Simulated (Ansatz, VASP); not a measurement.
Two plane-wave programs on TaN

The input INCAR:

```
  ALGO = Normal
  EDIFF = 1E-8
  ENCUT = 520
  GGA = PS
  GGA_COMPAT = F
  ISIF = 2
  ISMEAR = -1
  LASPH = T
  LCHARG = F
  LEFG = T
  LREAL = F
  LWAVE = F
  NBANDS = 16
  NELM = 120
  PREC = Accurate
  SIGMA = 0.02
```

The input KPOINTS:

```
k-points
0
Gamma
  9 9 9
```

Contents of POSCAR:

```
TaN
1.0
    0.0000000000      2.1790000000      2.1790000000
    2.1790000000      0.0000000000      2.1790000000
    2.1790000000      2.1790000000      0.0000000000
Ta N
1 1
Direct
    0.5000000000      0.5000000000      0.5000000000
    0.0000000000      0.0000000000      0.0000000000
```

Input for Ansatz:

```yaml
crystal:
  lattice:
    - [0.0, 2.179, 2.179]
    - [2.179, 0.0, 2.179]
    - [2.179, 2.179, 0.0]
  atoms:
    - { symbol: Ta, position: [0.5, 0.5, 0.5] }
    - { symbol: "N", position: [0.0, 0.0, 0.0] }
kpoints:
  mp_grid: { grid: [9, 9, 9] }
  band_path:
    path:
      - [0.0, 0.0, 0.0]
      - [0.5, 0.0, 0.5]
      - [0.625, 0.25, 0.625]
      - [0.375, 0.375, 0.75]
      - [0.0, 0.0, 0.0]
      - [0.5, 0.5, 0.5]
      - [0.5, 0.25, 0.75]
      - [0.5, 0.0, 0.5]
    npoints: 14
scf:
  occupations: { method: fermi_dirac, width: 0.02 }
hamiltonian:
  xc: pbesol
  pseudopotentials: { kind: paw }
output:
  forces: true
  stress: true
  eigenvalues: true
  efg: { contact_densities: true }
  populations: true
  bader: true
  dos: { projected: true, de: 0.2, e_range: [-14, 8] }
  write_density: true
  write_potential: true
  elf: true
  volumetric_format: npy
```

Alike in both runs: task electric field gradients; functional PBEsol; k mesh 9 × 9 × 9; occupations fermi-dirac, width 0.02 eV; no spin polarisation.

|  | VASP | Ansatz |
| --- | --- | --- |
| version | VASP 6.6.1 | Ansatz 0.2.0 |
| potentials or method | VASP PAW PBE potentials, release 64 (Ta_sv_GW, N) | PAW with Ansatz's default frozen-core files, scalar-relativistic |
| plane-wave cutoff (eV) | 520 | 420 |
| valence electrons in the cell | 18 | 18 |

|  | VASP | Ansatz | Ansatz less VASP |
| --- | --- | --- | --- |
| pressure (GPa) | 4.2 | 4.3 | +0.17 |

VASP's potentials were made for PBE, not for PBEsol. With one functional, cell and mesh, what is left measures potentials, basis and numerics.

Neither program's run includes spin-orbit coupling.
